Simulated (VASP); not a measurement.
The system is CaSe.

```
Ca Se
1.0
     0.00000    2.83221    2.83221
     2.83221    0.00000    2.83221
     2.83221    2.83221    0.00000
Ca Se
1 1
Cartesian
  0.0000 0.0000 0.0000
  2.8322 2.8322 2.8322
```

This cell differs from its parent crystal: strain -4.6%.

Base run:

```yaml
Program: VASP 6.6.1
Functional: r2SCAN
Potentials_or_basis: VASP PAW PBE potentials, release 64 (Ca_sv, Se)
Cutoff: 520 eV
k_mesh: 8 × 8 × 8
Occupations: gaussian, width 0.01 eV
Spin: no spin polarisation
```

Its results: band gap on the k mesh 2.12 eV, indirect (least direct gap 3.19 eV); pressure 10.1 GPa.

Q: The run is repeated on the same cell with these changes: functional from r2SCAN to PBE; occupations from gaussian, width 0.01 eV to fermi-dirac, width 0.02 eV. What comes out?

A: Band gap on the k mesh 1.65 eV, indirect (least direct gap 2.71 eV); pressure 10.2 GPa.

Caveats: the PAW data sets were made with another functional, which shifts forces and pressure a little (some runs).

A k mesh can miss the band edges.
